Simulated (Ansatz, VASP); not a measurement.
**One calculation of BeS, two programs**

```
Be S
1.0
     5.38034    0.00000    0.00000
     0.00000    5.38034    0.00000
     0.00000    0.00000    2.93720
Be S
4 4
Direct
  0.66924 0.66924 0.50000
  0.16924 0.83076 0.25000
  0.33076 0.33076 0.00000
  0.83076 0.16924 0.75000
  0.83076 0.83076 0.00000
  0.33076 0.66924 0.75000
  0.16924 0.16924 0.50000
  0.66924 0.33076 0.25000
```

Alike in both runs: task relaxation of cell and atoms; functional PBE; k mesh 4 × 4 × 6; occupations gaussian, width 0.1 eV; no spin polarisation.

|  | VASP | Ansatz |
| --- | --- | --- |
| version | VASP 6.6.1 | Ansatz 0.2.0 |
| potentials or method | VASP PAW PBE potentials, release 64 (Be, S), cutoff 600 eV | scalar-relativistic, plane waves, PAW |
| valence electrons in the cell | 32 | 32 |

|  | VASP | Ansatz | Ansatz less VASP |
| --- | --- | --- | --- |
| gap on the k mesh at the Fermi level, each at its own relaxed structure (eV) | 2.44 | 2.43 | -0.012 |
| relaxed volume (Å³/atom) | 14.57 | 14.56 | -0.015 |
| relaxed length of the cell vector where the two differ most in proportion (Å) | 5.946 | 5.944 | -0.0020 |

Noted on VASP's run: the volume moved by over 15 % at a fixed basis, so the end points are rough.
